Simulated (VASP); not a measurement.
# Hf3N2: single point with r2SCAN

Hf3N2:

```xyz
5
Lattice="1.5994 0.9234 7.7548 -1.5994 0.9234 7.7548 0.0000 -1.8469 7.7548" Properties=species:S:1:pos:R:3 pbc="T T T"
Hf    0.0000    0.0000   18.1328
Hf    0.0000    0.0000    5.1317
Hf    0.0000    0.0000    0.0000
N     0.0000    0.0000   14.2359
N     0.0000    0.0000    9.0286
```

- Program: VASP 6.6.1
- Task: single point
- Functional: r2SCAN
- Potentials or basis: VASP PAW PBE potentials, release 64 (Hf_pv, N)
- Cutoff: 520 eV
- k mesh: 12 × 12 × 12
- Occupations: gaussian, width 0.01 eV
- Spin: no spin polarisation

```json
{
 "Pressure": "0.1 GPa",
 "Largest force": "0.078 eV/Å",
 "Band gap on the k mesh": "zero (bands 20 and 21 overlap by 1.30 eV)"
}
```

Forces in eV/Å, atoms in the order of the input:
```
Hf   0.000  0.000  0.063
Hf   0.000  0.000 -0.063
Hf   0.000  0.000  0.000
N    0.000  0.000  0.078
N    0.000  0.000 -0.078
```

Stress tensor (GPa, compression positive):
```
 0.17  0.00  0.00
 0.00  0.17  0.00
 0.00  0.00 -0.09
```

Levels at points of the mesh, in eV from the Fermi level:
| k point | band 16 | band 17 | band 18 | band 19 | band 20 | band 21 | band 22 | band 23 | band 24 | band 25 |
| --- | --- | --- | --- | --- | --- | --- | --- | --- | --- | --- |
| (0.00, 0.00, 0.00) | -3.89 | -3.89 | -3.38 | 0.14 | 0.68 | 0.91 | 0.91 | 2.03 | 2.03 | 2.22 |
| (0.50, 0.00, 0.00) | -5.06 | -4.29 | -2.43 | -1.19 | -0.64 | -0.49 | 2.91 | 3.41 | 4.36 | 4.64 |
| (0.50, 0.50, 0.00) | -5.05 | -4.39 | -3.01 | -1.12 | -0.44 | 0.63 | 1.87 | 3.35 | 4.26 | 4.52 |
| (0.50, 0.50, 0.50) | -3.98 | -3.98 | -1.99 | -1.05 | 0.60 | 0.60 | 1.60 | 1.61 | 2.86 | 2.86 |

Run time: 55 min on 1 thread of Intel(R) Xeon(R) 6975P-C (Granite Rapids), on a shared host, peak memory 0.75 GiB.

Caveat: the PAW data sets were made with another functional, which shifts forces and pressure a little; spin-orbit coupling is left out, which moves the levels of the heavy elements.
